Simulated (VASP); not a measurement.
# Ga (I4/mmm) in VASP: notebook

The runs below take Ga through electric field gradients, single point, vibrations by perturbation theory, with r2SCAN, PBEsol+D3(BJ), LDA.

Everything below comes from runs of VASP 6.6.1. Logs are shortened: lines on timing, memory, paths and dates and some standing lists are left out, and cuts for length are marked.

**1. The cell of the first run**

Symmetry: I4/mmm, No. 139, tetragonal system. Conventional cell: a = 2.769 Å, b = 2.769 Å, c = 4.622 Å, α = 90.00°, β = 90.00°, γ = 90.00°. Ga (site symmetry 4/mmm) has 12 Ga at 2.77 to 3.03 Å within 3.6 Å.

**2. Electric field gradients, r2SCAN**

Input file POSCAR:

```
Ga
1.0
   -1.3843987200      1.3843987200      2.3112238350
    1.3843987200     -1.3843987200      2.3112238350
    1.3843987200      1.3843987200     -2.3112238350
Ga
1
Direct
    0.0000000000      0.0000000000      0.0000000000
```

Input file INCAR.step1:

```
SYSTEM = Ga
PREC = Accurate
ENCUT = 440
ISMEAR = 1
SIGMA = 0.1
LREAL = .FALSE.
LASPH = .TRUE.
NELM = 120
NBANDS = 12
GGA = PE
ALGO = Normal
EDIFF = 1E-5
LWAVE = .TRUE.
LCHARG = .FALSE.
GGA_COMPAT = .FALSE.
```

Input file INCAR.step2:

```
SYSTEM = Ga
PREC = Accurate
ENCUT = 440
EDIFF = 1E-8
ISMEAR = 1
SIGMA = 0.1
LREAL = .FALSE.
LASPH = .TRUE.
NELM = 120
ALGO = Normal
ISIF = 2
LWAVE = .FALSE.
LCHARG = .FALSE.
METAGGA = R2SCAN
LMIXTAU = .TRUE.
LEFG = .TRUE.
NBANDS = 12
ISTART = 1
GGA_COMPAT = .FALSE.
```

Input file KPOINTS:

```
regular mesh
0
G
  20 20 20
  0 0 0
```

Potentials or basis: VASP PAW PBE potentials, release 64 (Ga_d).

Started as:

```console
$ cat potpaw_PBE.64/Ga_d/POTCAR > POTCAR
$ cp INCAR.step1 INCAR
$ mpirun -np 1 vasp_std > vasp.out
$ cp INCAR.step2 INCAR
$ mpirun -np 1 vasp_std > vasp.out
```

OUTCAR:

```text
SYSTEM = Ga
   PREC = Accurate
   ENCUT = 440
   EDIFF = 1E-8
   ISMEAR = 1
   LREAL = .FALSE.
   LASPH = .TRUE.
   NELM = 120
   ISIF = 2
   METAGGA = R2SCAN
   ISTART = 1

 ion  position               nearest neighbor table
   1  0.000  0.000  0.000-

  LATTYP: Found a body centered tetragonal cell.
 ALAT       =     2.7687974400
 C/A-ratio  =     1.6694784542

  Lattice vectors:

 A1 = (  -1.3843987200,   1.3843987200,   2.3112238350)
 A2 = (   1.3843987200,  -1.3843987200,   2.3112238350)
 A3 = (   1.3843987200,   1.3843987200,  -2.3112238350)

Analysis of symmetry for initial positions (statically):
=====================================================================
 Subroutine PRICEL returns:
 Original cell was already a primitive cell.

 Routine SETGRP: Setting up the symmetry group for a
 body centered tetragonal supercell.

 Subroutine GETGRP returns: Found 16 space group operations
 (whereof 16 operations were pure point group operations)
 out of a pool of 16 trial point group operations.

The static configuration has the point symmetry D_4h.

Analysis of symmetry for dynamics (positions and initial velocities):
=====================================================================
 Subroutine PRICEL returns:
 Original cell was already a primitive cell.

 Routine SETGRP: Setting up the symmetry group for a
 body centered tetragonal supercell.

 Subroutine GETGRP returns: Found 16 space group operations
 (whereof 16 operations were pure point group operations)
 out of a pool of 16 trial point group operations.

The dynamic configuration has the point symmetry D_4h.

 Subroutine INISYM returns: Found 16 space group operations
 (whereof 16 operations are pure point group operations),
 and found     1 'primitive' translations

----------------------------------------------------------------------------------------

                                     Primitive cell

  volume of cell :      17.7184

  direct lattice vectors                    reciprocal lattice vectors
    -1.384398720  1.384398720  2.311223835     0.000000000  0.361167627  0.216335602
     1.384398720 -1.384398720  2.311223835     0.361167627  0.000000000  0.216335602
     1.384398720  1.384398720 -2.311223835     0.361167627  0.361167627  0.000000000

  length of vectors
     3.029005653  3.029005653  3.029005653     0.421002550  0.421002550  0.510768156

  position of ions in fractional coordinates (direct lattice)
     0.000000000  0.000000000  0.000000000

  ion indices of the primitive-cell ions
   primitive index   ion index
                 1           1

----------------------------------------------------------------------------------------

 KPOINTS: regular mesh

Automatic generation of k-mesh.
 Grid dimensions read from file:
 generate k-points for:   20   20   20

 Generating k-lattice:

  Cartesian coordinates                     Fractional coordinates (reciprocal lattice)
     0.000000000  0.018058381  0.010816780     0.050000000  0.000000000 -0.000000000
     0.018058381  0.000000000  0.010816780     0.000000000  0.050000000 -0.000000000
     0.018058381  0.018058381  0.000000000     0.000000000  0.000000000  0.050000000

  Length of vectors
     0.021050128  0.021050128  0.025538408

  Shift w.r.t. Gamma in fractional coordinates (k-lattice)
     0.000000000  0.000000000  0.000000000

 Subroutine IBZKPT returns following result:
 ===========================================

 Found    641 irreducible k-points:

 Following reciprocal coordinates:
            Coordinates               Weight
  0.000000  0.000000  0.000000      1.000000
  0.050000  0.000000  0.000000      8.000000
  0.100000 -0.000000  0.000000      8.000000
  0.150000 -0.000000  0.000000      8.000000
  0.200000 -0.000000  0.000000      8.000000
  0.250000 -0.000000  0.000000      8.000000
[... 16 lines left out ...]
 -0.400000  0.050000 -0.000000     16.000000
 -0.350000  0.050000 -0.000000     16.000000
 [... further k-points ...]
   k-points           NKPTS =    641   k-points in BZ     NKDIM =    641   number of bands    NBANDS=     12
   number of dos      NEDOS =    301   number of ions     NIONS =      1
   total plane-waves  NPLWV =  13824
   dimension x,y,z NGX =    24 NGY =   24 NGZ =   24
   dimension x,y,z NGXF=    48 NGYF=   48 NGZF=   48
   ions per type =               1
   NGX,Y,Z   is equivalent  to a cutoff of  13.17, 13.17, 13.17 a.u.
   NGXF,Y,Z  is equivalent  to a cutoff of  26.34, 26.34, 26.34 a.u.
 SYSTEM =  Ga
   PREC   = accura    normal or accurate (medium, high low for compatibility)
   ISTART =      1    job   : 0-new  1-cont  2-samecut
   ICHARG =      0    charge: 1-file 2-atom 10-const
   ISPIN  =      1    spin polarized calculation?
   LNONCOLLINEAR =      F non collinear calculations
   LSORBIT =      F    spin-orbit coupling
   LASPH  =      T    aspherical Exc in radial PAW
   ENCUT  =  440.0 eV  32.34 Ry    5.69 a.u.   5.18  5.18  5.18*2*pi/ulx,y,z
   NELM   =    120;   NELMIN=  2; NELMDL=  0     # of ELM steps
   EDIFF  = 0.1E-07   stopping-criterion for ELM
   LREAL  =      F    real-space projection
   EDIFFG = 0.1E-06   stopping-criterion for IOM
   NSW    =      0    number of steps for IOM
   IBRION =     -1    ionic relax: 0-MD 1-quasi-New 2-CG
   NFREE  =      0    steps in history (QN), initial steepest desc. (CG)
   ISIF   =      2    stress and relaxation
   ISYM   =      2    0-nonsym 1-usesym 2-fastsym
   POTIM  = 0.5000    time-step for ionic-motion
   TEBEG  =    0.0;   TEEND  =   0.0 temperature during run
   PSTRESS=    0.0 pullay stress
   NELECT =      13.0000    total number of electrons
   NUPDOWN=      -1.0000    fix difference up-down
   EMIN   =  10.00;   EMAX   =-10.00  energy-range for DOS
   EFERMI =   0.00;   METHOD = LEGACY
   ISMEAR =     1;   SIGMA  =   0.10  broadening in eV -4-tet -1-fermi 0-gaus
   EFERMI_NEDOS =   21; number of points for ismear=-14 and -15
   IALGO  =     38    algorithm
   IMIX   =      4    mixing-type and parameters
     AMIX     =   0.40;   BMIX     =  1.00
     AMIX_MAG =   1.60;   BMIX_MAG =  1.00
  volume/ion in A,a.u.               =      17.72       119.57
  Fermi-wavevector in a.u.,A,eV,Ry     =   1.476549  2.790273 29.663375  2.180197
  Thomas-Fermi vector in A             =   2.591062
   LORBIT       =      0    0 simple, 1 ext, 2 COOP (PROOUT), +10 PAW based schemes
   METAGGA = R2SCAN    functional components
   LHFCALC =     F    Hartree Fock is set to
   AEXX    =    0.0000 exact exchange contribution
   IVDW    =     0    specifies the selected vdW correction
   LEPSILON=     F    determine dielectric tensor
   LRPA    =     F    only Hartree local field effects (RPA)
 non-spin polarized calculation
 Methfessel and Paxton  Order N= 1 SIGMA  =   0.10
  energy-cutoff  :      440.00
  volume of cell :       17.72
 maximum number of plane-waves:       381
 NGX is ok and might be reduce to    24
   NGX = 11   NGY = 11   NGZ = 11

 number of electron      12.9999997 magnetization

 Free energy of the ion-electron system (eV)
  ---------------------------------------------------
  ext. energy  EPLUGINS =         0.00000000
  ---------------------------------------------------
  free energy    TOTEN  =       -11.30680677 eV

  energy without entropy =      -11.30667522  energy(sigma->0) =      -11.30676292

 E-fermi :   6.0475     XC(G=0): -12.5371

 val. band max:        6.0468117438   @ k =  -0.4500   0.4500   0.1500
 cond. band min:       6.0562254146   @ k =  -0.1500  -0.4000   0.1000
 fundamental gap:      0.0094136708
 Fermi energy:         6.0475319149

 k-point     1 :       0.0000    0.0000    0.0000
  band No.  band energies     occupation
      1      -9.6048      2.00000
      2      -9.4411      2.00000
      3      -9.4023      2.00000
      4      -9.4023      2.00000
      5      -9.2292      2.00000
      6      -6.1054      2.00000
      7      19.5481      0.00000
      8      19.8042      0.00000
      9      19.8042      0.00000
     10      23.0527      0.00000
     11      23.4593      0.00000
     12      24.2123      0.00000
[... 331 lines left out ...]
 k-point    24 :      -0.3500    0.0500   -0.0000
  band No.  band energies     occupation
      1      -9.5482      2.00000
      2      -9.5267      2.00000
      3      -9.3701      2.00000
      4      -9.2708      2.00000
      5      -9.2406      2.00000
      6      -2.7153      2.00000
      7       6.8094     -0.00000
      8      14.8550      0.00000
      9      18.7907      0.00000
     10      19.5529      0.00000
     11      22.7553      0.00000
     12      24.9389      0.00000

 [... further k-points ...]

------------------------ aborting loop because EDIFF is reached ----------------------------------------

  FORCE on cell =-STRESS in cart. coord.  units (eV):
  Direction    XX          YY          ZZ          XY          YZ          ZX
  --------------------------------------------------------------------------------------
  -------------------------------------------------------------------------------------
  Total        0.0618395      0.0618395      0.0099572      0.0000000      0.0000000      0.0000000
  in kB        5.5918048      5.5918048      0.9003771      0.0000000      0.0000000      0.0000000
  external PRESSURE =       4.0279956 kB  Pullay stress =       0.0000000 kB

 VOLUME and BASIS-vectors are now :
 -----------------------------------------------------------------------------
  energy-cutoff  :      440.00
  volume of cell :       17.72
      direct lattice vectors                 reciprocal lattice vectors
    -1.384398720  1.384398720  2.311223835     0.000000000  0.361167627  0.216335602
     1.384398720 -1.384398720  2.311223835     0.361167627  0.000000000  0.216335602
     1.384398720  1.384398720 -2.311223835     0.361167627  0.361167627  0.000000000

 POSITION                                       TOTAL-FORCE (eV/Angst)
 -----------------------------------------------------------------------------------
      0.00000      0.00000      0.00000         0.000000      0.000000     -0.000000
 -----------------------------------------------------------------------------------
    total drift:                                0.000000      0.000000     -0.000000

  FREE ENERGIE OF THE ION-ELECTRON SYSTEM (eV)
  ---------------------------------------------------
  free  energy   TOTEN  =       -11.3068067720 eV

  energy  without entropy=      -11.3066752154  energy(sigma->0) =      -11.30676292

 Electric field gradients (V/A^2)
---------------------------------------------------------------------
 ion       V_xx      V_yy      V_zz      V_xy      V_xz      V_yz
---------------------------------------------------------------------
   1     -15.752   -15.752    31.503    -0.003    -0.001    -0.001
---------------------------------------------------------------------

 Electric field gradients after diagonalization (V/A^2)
 (convention: |V_zz| > |V_xx| > |V_yy|)
----------------------------------------------------------------------
 ion       V_xx      V_yy      V_zz     asymmetry (V_yy - V_xx)/ V_zz
----------------------------------------------------------------------
   1     -15.754   -15.749    31.503       0.000
----------------------------------------------------------------------

           NMR quadrupolar parameters

 Cq : quadrupolar parameter    Cq=e*Q*V_zz/h
 eta: asymmetry parameters     (V_yy - V_xx)/ V_zz
 Q  : nuclear electric quadrupole moment in mb (millibarn)
----------------------------------------------------------------------
 ion       Cq(MHz)       eta       Q (mb)
----------------------------------------------------------------------
   1       0.076       0.000       1.000
----------------------------------------------------------------------
```

It took 6.1 min on 1 thread of Intel Xeon Platinum 8488C (Sapphire Rapids), shared host; peak memory 0.23 GiB.

What came out:

```
Free energy                             : -11.3068 eV
Pressure                                : 0.4 GPa
Band gap on the k mesh                  : zero (an odd number of electrons rules out a gap without spin polarisation)
Largest electric field gradient by atom : Ga +31.5 V/Å²
```

Stress tensor (GPa, compression positive):
```
0.56 0.00 0.00
0.00 0.56 0.00
0.00 0.00 0.09
```

Levels at points of the mesh, in eV from the Fermi level:
| k point | band 3 | band 4 | band 5 | band 6 | band 7 | band 8 | band 9 | band 10 |
| --- | --- | --- | --- | --- | --- | --- | --- | --- |
| (0.00, 0.00, 0.00) | -15.45 | -15.45 | -15.28 | -12.15 | 13.50 | 13.76 | 13.76 | 17.01 |
| (0.50, 0.00, 0.00) | -15.43 | -15.28 | -15.22 | -5.10 | -4.50 | 8.37 | 12.48 | 13.29 |
| (0.50, 0.50, 0.00) | -15.30 | -15.27 | -15.12 | -2.22 | -0.79 | 3.90 | 5.43 | 8.41 |
| (0.50, 0.50, 0.50) | -15.24 | -15.24 | -15.23 | -4.63 | -4.24 | 7.57 | 7.57 | 10.65 |

Electric field gradients, principal values (V/Å²):
| atom | least | middle | greatest (by size) |
| --- | --- | --- | --- |
| 1 Ga | -15.749 | -15.754 | 31.503 |

Caveat: without QUAD_EFG the Cq values of the log hold for a quadrupole moment of 1 mb, not for the nuclei; the PAW data sets were made with another functional, which shifts forces and pressure a little.

[end of part 1 of 2]
